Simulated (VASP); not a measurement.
Input of a VASP 6.6.1 run:

Contents of POSCAR:

```
TiTc
1.0
    3.1100000000      0.0000000000      0.0000000000
    0.0000000000      3.1100000000      0.0000000000
    0.0000000000      0.0000000000      3.1100000000
Ti Tc
1 1
Direct
    0.5000000000      0.5000000000      0.5000000000
    0.0000000000      0.0000000000      0.0000000000
```

Contents of INCAR.step1:

```
SYSTEM = TiTc
PREC = Accurate
ENCUT = 600
ISMEAR = -1
SIGMA = 0.1
LREAL = .FALSE.
LASPH = .TRUE.
NELM = 80
GGA = PE
ALGO = Normal
EDIFF = 1E-4
LWAVE = .TRUE.
LCHARG = .FALSE.
```

INCAR.step2

```
SYSTEM = TiTc
PREC = Accurate
ENCUT = 600
EDIFF = 1E-6
ISMEAR = -1
SIGMA = 0.1
LREAL = .FALSE.
LASPH = .TRUE.
NELM = 80
ALGO = Normal
ISIF = 3
LWAVE = .FALSE.
LCHARG = .FALSE.
METAGGA = R2SCAN
LMIXTAU = .TRUE.
IBRION = 2
NSW = 80
EDIFFG = -0.01
ISTART = 1
```

Contents of KPOINTS:

```
regular mesh
0
G
  10 10 10
  0 0 0
```

Potentials or basis: VASP PAW PBE potentials, release 64 (Ti_sv, Tc_pv).

Command:

```sh
$ cat potpaw_PBE.64/Ti_sv/POTCAR potpaw_PBE.64/Tc_pv/POTCAR > POTCAR
$ cp INCAR.step1 INCAR
$ mpirun -np 1 vasp_std > vasp.out
$ cp INCAR.step2 INCAR
$ mpirun -np 1 vasp_std > vasp.out
```

(1) Estimate the relaxed cell.

(2) What does it give for the relaxed volume?

Answers

(1) a = 3.096 Å, b = 3.096 Å, c = 3.096 Å, α = 90.00°, β = 90.00°, γ = 90.00°.

(2) 14.83 Å³/atom.

Caveat: the PAW data sets were made with another functional, which shifts forces and pressure a little.
